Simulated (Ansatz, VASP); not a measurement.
# C in VASP and in Ansatz

```
C
1.0
     0.00000    1.79968    1.67406
     1.79968    0.00000    1.67406
     1.79968    1.79968    0.00000
C
2
Direct
  0.50000 0.50000 0.50000
  0.75000 0.75000 0.75000
```

Alike in both runs: task single point; functional PBE; k mesh 12 × 12 × 12; occupations gaussian, width 0.05 eV; no spin polarisation.

```csv
,VASP,Ansatz
version,VASP 6.6.1,Ansatz 0.2.0
potentials or method,"VASP PAW PBE potentials, release 64 (C), cutoff 520 eV","scalar-relativistic, plane waves, PAW"
valence electrons in the cell,8,8
```

```tsv
	VASP	Ansatz	Ansatz less VASP
gap on the k mesh at the Fermi level (eV)	2.43	2.44	+0.011
least direct gap on the mesh (eV)	4.47	4.47	+0.004
pressure (GPa)	24.2	23.4	-0.81
traceless stress, the component that is largest in VASP (GPa)	43.43	43.45	+0.019
```
